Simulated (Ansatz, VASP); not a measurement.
# Two plane-wave programs on HPbNO4

```
H Pb N O
1.0
     4.28652    0.00000    0.00000
     2.06137    3.91482    0.00000
     2.08700    1.30408    6.40451
H Pb N O
1 1 1 4
Direct
  0.89145 0.68202 0.62796
  0.14426 0.92872 0.88352
  0.25670 0.28861 0.30171
  0.83108 0.65056 0.78405
  0.38694 0.22380 0.11295
  0.31104 0.03576 0.45856
  0.07726 0.60633 0.32275
```

Alike in both runs: task single point; functional PBE; k mesh 7 × 7 × 5; occupations fermi-dirac, width 0.05 eV; no spin polarisation.

|  | VASP | Ansatz |
| --- | --- | --- |
| version | VASP 6.6.1 | Ansatz 0.2.0 |
| potentials or method | VASP PAW PBE potentials, release 64 (H, Pb_d, N, O) | Ansatz PAW |
| plane-wave cutoff (eV) | 520 | 420 |
| valence electrons in the cell | 44 | 44 |

|  | VASP | Ansatz | Ansatz less VASP |
| --- | --- | --- | --- |
| gap on the k mesh at the Fermi level (eV) | 2.74 | 2.76 | +0.025 |
| least direct gap on the mesh (eV) | 2.76 | 2.78 | +0.025 |
| pressure (GPa) | -4.4 | -4.9 | -0.44 |
| traceless stress, the component that is largest in VASP (GPa) | 2.40 | 3.05 | +0.643 |
| rms of the force components (eV/Å) | 0.438 | 0.558 | +0.1205 |

Atom by atom the forces differ by 0.124 eV/Å (rms over components). With one functional, cell and mesh, what is left measures potentials, basis and numerics.

Spin-orbit coupling is off throughout. Noted on Ansatz's run: odd divisions of the mesh miss points on the zone boundary, where band edges often lie, so the gap on the mesh can be too wide.
